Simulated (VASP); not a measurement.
Set up this calculation in VASP 6.6.1, as the native input.

| Quantity | Value |
| --- | --- |
| Task | single point |
| Functional | BLYP |
| Potentials or basis | VASP PAW PBE potentials, release 64 (Ni_sv_GW, Si) |
| Cutoff | 690 eV |
| k mesh | 9 × 9 × 9 |
| Occupations | fermi-dirac, width 0.05 eV |
| Spin | collinear spin, ferromagnetic start |
| Starting moments | [1.0, 0.0, 0.0] μB |
| Dipole correction | no |
| Further INCAR settings | ALGO = Normal; EDIFF = 1e-06; NBANDS = 24 |

The structure of Si2Ni lies in POSCAR:

```
Si2Ni
1.0
    0.0000000000      2.7030000000      2.7030000000
    2.7030000000      0.0000000000      2.7030000000
    2.7030000000      2.7030000000      0.0000000000
Ni Si
1 2
Direct
    0.0000000000      0.0000000000      0.0000000000
    0.7500000000      0.7500000000      0.7500000000
    0.2500000000      0.2500000000      0.2500000000
```

The input as run:

INCAR

```
  AGGAC = 1.0
  AGGAX = 1.0
  ALDAC = 0.0
  ALDAX = 1.0
  ALGO = Normal
  EDIFF = 1E-6
  ENCUT = 690
  GGA = B5
  GGA_COMPAT = F
  ISIF = 2
  ISMEAR = -1
  ISPIN = 2
  LASPH = T
  LCHARG = F
  LMAXMIX = 4
  LORBIT = 11
  LREAL = F
  LWAVE = F
  MAGMOM = 1 0 0
  NBANDS = 24
  NELM = 200
  PREC = Accurate
  SIGMA = 0.05
```

KPOINTS

```
k-points
0
Gamma
  9 9 9
```

Potentials or basis: VASP PAW PBE potentials, release 64 (Ni_sv_GW, Si).

The run is started by

```bash
$ cat potpaw_PBE.64/Ni_sv_GW/POTCAR potpaw_PBE.64/Si/POTCAR > POTCAR
$ mpirun -np 1 vasp_std > vasp.out
```

It gave:

The pressure is 11.6 GPa, the band gap on the k mesh is zero (filled and empty bands overlap) and the net moment is 0.00 μB per cell. The valence electrons inside the program's atomic spheres are Ni 16.64; Si 1.61.

Caveat: the cell stands under pressure; the moments typed at the start vanished in this run; the PAW data sets were made with another functional, which shifts forces and pressure a little.

Run time: 2.2 min on 1 thread of AMD EPYC 9R45 96-Core Processor (Zen 5) (shared host), peak memory 0.27 GiB.
